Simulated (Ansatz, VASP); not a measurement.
# One calculation of KI, two programs

The input INCAR:

```
PREC = Accurate ; ENCUT = 520
EDIFF = 1E-7 ; ISMEAR = -1
SIGMA = 0.01 ; LREAL = F
LASPH = T ; NELM = 100
ALGO = Normal ; ISIF = 2
LWAVE = F ; LCHARG = F
GGA = PS ; NBANDS = 15
```

File KPOINTS:

```
regular mesh
0
Gamma
  8 8 8
```

Contents of POSCAR:

```
KI
1.0
    0.0000000000      3.5245500000      3.4893045000
    3.5245500000      0.0000000000      3.4893045000
    3.5245500000      3.5245500000      0.0000000000
K I
1 1
Direct
    0.0000000000      0.0000000000      0.0000000000
    0.5000000000      0.5000000000      0.5000000000
```

Input for Ansatz:

```yaml
crystal:
  lattice:
    - [0.0, 3.52455, 3.4893045]
    - [3.52455, 0.0, 3.4893045]
    - [3.52455, 3.52455, 0.0]
  atoms:
    - { symbol: K, position: [0.0, 0.0, 0.0] }
    - { symbol: I, position: [0.5, 0.5, 0.5] }
kpoints:
  mp_grid: { grid: [8, 8, 8] }
  band_path:
    path:
      - [0.0, 0.0, 0.0]
      - [0.0, 0.5, 0.5]
      - [0.25, 0.75, 0.5]
      - [0.0, 0.5, 0.0]
      - [0.0, 0.0, 0.0]
      - [0.5, 0.5, 0.0]
      - [0.3775380063, 0.6224619937, 0.0]
      - [-0.3775380063, 0.3775380063, 0.0]
      - [0.0, 0.0, 0.0]
    npoints: 5
scf:
  occupations: { method: fermi_dirac, width: 0.01 }
hamiltonian:
  xc: pbesol
  pseudopotentials: { kind: all_electron, lapw: { basis_error: 0.001 } }
output:
  forces: true
  stress: true
  eigenvalues: true
```

Change from the starting cell: zz strain of -1 %.

Alike in both runs: task single point; functional PBEsol; k mesh 8 × 8 × 8; occupations fermi-dirac, width 0.01 eV; no spin polarisation.

|  | VASP | Ansatz |
| --- | --- | --- |
| version | VASP 6.6.1 | Ansatz 0.2.0 |
| potentials or method | VASP PAW PBE potentials, release 64 (K_sv, I), cutoff 520 eV | all-electron LAPW, scalar-relativistic |

```tsv
	VASP	Ansatz	Ansatz less VASP
gap on the k mesh at the Fermi level (eV)	3.85	3.85	+0.004
pressure (GPa)	-0.1	-0.1	-0.03
traceless stress, the component that is largest in VASP (GPa)	0.17	0.17	-0.003
```

VASP's potentials were made for PBE, not for PBEsol. Ansatz ran all-electron here, and VASP with PAW potentials.

Spin-orbit coupling is off throughout.
